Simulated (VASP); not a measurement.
The system is BeIr.

```
Be Ir
1.0
     0.00000    2.09217    2.09217
     2.09217    0.00000    2.09217
     2.09217    2.09217    0.00000
Be Ir
1 1
Direct
  0.50000 0.50000 0.50000
  0.00000 0.00000 0.00000
```

The cell was built from a structure type or drawn by symmetry, and may not be a known phase.

- Program: VASP 6.6.1
- Task: relaxation of cell and atoms
- Functional: PBE
- Potentials or basis: VASP PAW PBE potentials, release 64 (Be, Ir)
- Cutoff: 600 eV
- k mesh: 8 × 8 × 8
- Occupations: gaussian, width 0.1 eV
- Spin: no spin polarisation

At the start: pressure 92.5 GPa; volume 9.16 Å³/atom.

Question: Where does the relaxation end?

Answer: Over 5 steps the energy falls by 625.1 meV/atom and the volume is 11.91 Å³/atom (+30.0 %); space group Fm-3m (No. 225, to 0.1 Å) before and after.

The path:
| step | energy change (eV) | largest force (eV/Å) | pressure (GPa) | volume (Å³) |
| --- | --- | --- | --- | --- |
| 1 | 0.0000 | 0.0000 | 92.50 | 18.32 |
| 2 | 0.5570 | 0.0000 | -31.65 | 36.21 |
| 3 | -1.2390 | 0.0000 | -5.15 | 24.49 |
| 4 | -1.2490 | 0.0000 | -1.68 | 24.02 |
| 5 | -1.2501 | 0.0000 | 0.03 | 23.81 |

Final structure:
```cif
data_structure
_symmetry_space_group_name_H-M 'P 1'
_symmetry_Int_Tables_number 1
_cell_length_a 3.2292
_cell_length_b 3.2292
_cell_length_c 3.2292
_cell_angle_alpha 60.000
_cell_angle_beta 60.000
_cell_angle_gamma 60.000
_cell_volume 23.81
loop_
_atom_site_label
_atom_site_type_symbol
_atom_site_fract_x
_atom_site_fract_y
_atom_site_fract_z
_atom_site_occupancy
Be1 Be 0.50000 0.50000 0.50000 1
Ir1 Ir 0.00000 0.00000 0.00000 1
```

Caveat: the volume moved by over 15 % at a fixed basis, so the end points are rough.
